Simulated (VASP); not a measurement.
# Se (Fd-3m) in VASP: a series of runs, part 2 of 2

VASP 6.6.1.

**4. Single point, PBEsol (strained)**

The input, INCAR:

```
SYSTEM = Se
PREC     = Accurate       ! precision mode
ENCUT    = 520            ! plane-wave cutoff, eV
EDIFF    = 1E-7           ! SCF threshold, eV
ISMEAR   = 0              ! smearing method
SIGMA    = 0.1            ! smearing width, eV
LREAL    = .False.        ! projectors in reciprocal space
LASPH    = .True.         ! aspherical terms in the spheres
NELM     = 80             ! most SCF steps
ALGO     = Normal         ! electronic algorithm
ISIF     = 2              ! what is computed and relaxed
LWAVE    = .False.        ! write WAVECAR
LCHARG   = .True.         ! write CHGCAR
GGA      = PS             ! functional
LELF     = .True.         ! ELF
LVHAR    = .True.       
NBANDS   = 13             ! bands
```

The input, KPOINTS:

```
Automatic mesh
0
Gamma
  12 12 12
  0 0 0
```

The input, POSCAR:

```
Se
1.0
    0.0000000000      3.1780448327      3.1780448327
    3.1780448327      0.0000000000      3.1780448327
    3.1780448327      3.1780448327      0.0000000000
Se
2
Direct
    0.5000000000      0.5000000000      0.5000000000
    0.7500000000      0.7500000000      0.7500000000
```

Potentials or basis: VASP PAW PBE potentials, release 64 (Se).

Command:

```console
$ cat potpaw_PBE.64/Se/POTCAR > POTCAR
$ mpirun -np 1 vasp_std > vasp.out
```

OUTCAR:

```text
SYSTEM = Se
   PREC = Accurate
   ENCUT = 520
   EDIFF = 1E-7
   ISMEAR = 0
   LREAL = .False.
   LASPH = .True.
   NELM = 80
   ISIF = 2
   GGA = PS

 ion  position               nearest neighbor table
   1  0.500  0.500  0.500-   2 2.75   2 2.75   2 2.75   2 2.75
   2  0.750  0.750  0.750-   1 2.75   1 2.75   1 2.75   1 2.75

  LATTYP: Found a face centered cubic cell.
 ALAT       =     6.3560896654

  Lattice vectors:

 A1 = (   0.0000000000,   3.1780448327,   3.1780448327)
 A2 = (   3.1780448327,   0.0000000000,   3.1780448327)
 A3 = (   3.1780448327,   3.1780448327,   0.0000000000)

Analysis of symmetry for initial positions (statically):
=====================================================================
 Subroutine PRICEL returns:
 Original cell was already a primitive cell.

 Routine SETGRP: Setting up the symmetry group for a
 face centered cubic supercell.

 Subroutine GETGRP returns: Found 48 space group operations
 (whereof 24 operations were pure point group operations)
 out of a pool of 48 trial point group operations.

The static configuration has the point symmetry T_d .
 The point group associated with its full space group is O_h .

Analysis of symmetry for dynamics (positions and initial velocities):
[... 169 lines left out ...]
  band No.  band energies     occupation
      1     -13.3742      2.00000
      2      -8.4940      2.00000
      3      -1.5551      2.00000
      4      -1.5551      2.00000
      5      -1.5551      2.00000
      6       1.0564      2.00000
      7       1.0564      2.00000
      8       1.0564      2.00000
      9       6.0048      0.00000
     10       9.4257      0.00000
     11       9.4257      0.00000
     12      11.2391      0.00000
     13      11.2391      0.00000
[... 354 lines left out ...]
  band No.  band energies     occupation
      1     -12.2754      2.00000
      2     -10.4493      2.00000
      3      -3.1405      2.00000
      4      -2.3894      2.00000
      5      -1.1024      2.00000
      6       1.8611      0.23810
      7       2.4341      0.00000
      8       3.2679      0.00000
      9       7.7275      0.00000
     10       8.8289      0.00000
     11       9.2017      0.00000
     12      10.4904      0.00000
     13      12.4854      0.00000

 [... further k-points ...]
[... 5 lines left out ...]
  --------------------------------------------------------------------------------------
  -------------------------------------------------------------------------------------
  Total       -0.9659932     -0.9659932     -0.9659932      0.0000000     -0.0000000      0.0000000
  in kB      -24.1087439    -24.1087439    -24.1087439      0.0000000     -0.0000000      0.0000000
  external PRESSURE =     -24.1087439 kB  Pullay stress =       0.0000000 kB

 VOLUME and BASIS-vectors are now :
 -----------------------------------------------------------------------------
  energy-cutoff  :      520.00
  volume of cell :       64.20
      direct lattice vectors                 reciprocal lattice vectors
     0.000000000  3.178044833  3.178044833    -0.157329436  0.157329436  0.157329436
     3.178044833  0.000000000  3.178044833     0.157329436 -0.157329436  0.157329436
     3.178044833  3.178044833  0.000000000     0.157329436  0.157329436 -0.157329436

 POSITION                                       TOTAL-FORCE (eV/Angst)
 -----------------------------------------------------------------------------------
      3.17804      3.17804      3.17804         0.000000      0.000000      0.000000
      4.76707      4.76707      4.76707        -0.000000     -0.000000     -0.000000
 -----------------------------------------------------------------------------------
    total drift:                                0.000000      0.000000      0.000000

  FREE ENERGIE OF THE ION-ELECTRON SYSTEM (eV)
  ---------------------------------------------------
  free  energy   TOTEN  =        -6.6100115981 eV

  energy  without entropy=       -6.6019632506  energy(sigma->0) =       -6.60598742
```

stdout:

```text
POSCAR found type information on POSCAR Se
 POSCAR found :  1 types and       2 ions
 scaLAPACK will be used
 -----------------------------------------------------------------------------
|                                                                             |
|                                                                             |
|     You enforced a specific xc type in the INCAR file but a different       |
|     I HOPE YOU KNOW WHAT YOU ARE DOING!                                     |
|                                                                             |
 -----------------------------------------------------------------------------

 LDA part: xc-table for (Slater+PW92), standard interpolation
 POSCAR, INCAR and KPOINTS ok, starting setup
 FFT: planning ... GRIDC
 FFT: planning ... GRID_SOFT
 FFT: planning ... GRID
 WAVECAR not read
 entering main loop
```

Wall time 50 s (1 thread of Intel Xeon Platinum 8488C (Sapphire Rapids), shared host); peak memory 0.22 GiB.

Results:

| Quantity | Value |
| --- | --- |
| Free energy | -6.6100 eV |
| Pressure | -2.4 GPa |
| Band gap on the k mesh | zero (bands 6 and 7 overlap by 1.04 eV) |

Caveat: the cell differs from its parent crystal (strained); the PAW data sets were made with another functional, which shifts forces and pressure a little.

**5. Summary**

| cell | gap on the mesh (eV) | pressure (GPa) |
| --- | --- | --- |
| a = 4.263 Å, angles 60.0°, 2 atoms | none | 5.2 |
| a = 4.290 Å, angles 60.0°, 2 atoms | none | 4.0 |
| a = 4.494 Å, angles 60.0°, 2 atoms | none | -2.4 |

Alike in all rows: task single point; level PBEsol; potentials or basis VASP PAW PBE potentials, release 64 (Se); no spin polarisation; k mesh 12 × 12 × 12; cutoff (eV) 520; smearing gaussian 0.1 eV.

Caveats: the PAW data sets were made with another functional, which shifts forces and pressure a little; the cell stands under pressure (at least some runs).

Total energies depend on the potentials used, so only differences within one code and one set of settings carry meaning.
